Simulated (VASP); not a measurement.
RbTl, 2 atoms in the cell. Symmetry: Fm-3m, No. 225, cubic system. Conventional cell: a = 7.584 Å, b = 7.584 Å, c = 7.584 Å, α = 90.00°, β = 90.00°, γ = 90.00°. Rb (site symmetry m-3m) has 6 Tl at 3.79 Å within 5.0 Å. Within 5.0 Å of Tl (site symmetry m-3m) lie 6 Rb at 3.79 Å. 

* Program: VASP 6.6.1
* Task: relaxation of cell and atoms
* Functional: PBE
* Potentials or basis: VASP PAW PBE potentials, release 64 (Rb_sv, Tl_d)
* Cutoff: 600 eV
* k mesh: 12 × 12 × 12
* Occupations: gaussian, width 0.1 eV
* Spin: no spin polarisation
* Dipole correction: no
* Further INCAR settings: ALGO = Fast; EDIFF = 1e-06; IBRION = 2; EDIFFG = -0.01; NSW = 100; ISIF = 3

Potentials or basis: VASP PAW PBE potentials, release 64 (Rb_sv, Tl_d).

Command:

```sh
$ cat potpaw_PBE.64/Rb_sv/POTCAR potpaw_PBE.64/Tl_d/POTCAR > POTCAR
$ mpirun -np 1 vasp_std > vasp.out
```

Hardware: 1 thread of Intel(R) Xeon(R) Platinum 8375C CPU @ 2.90GHz (Ice Lake), on a shared host.

Estimate the wall time of this run.

It took 3.8 min on 1 thread of Intel(R) Xeon(R) Platinum 8375C CPU @ 2.90GHz (Ice Lake) (shared host), peak memory 0.42 GiB. Counts: scf iterations 18, k points 72, ion steps 2.
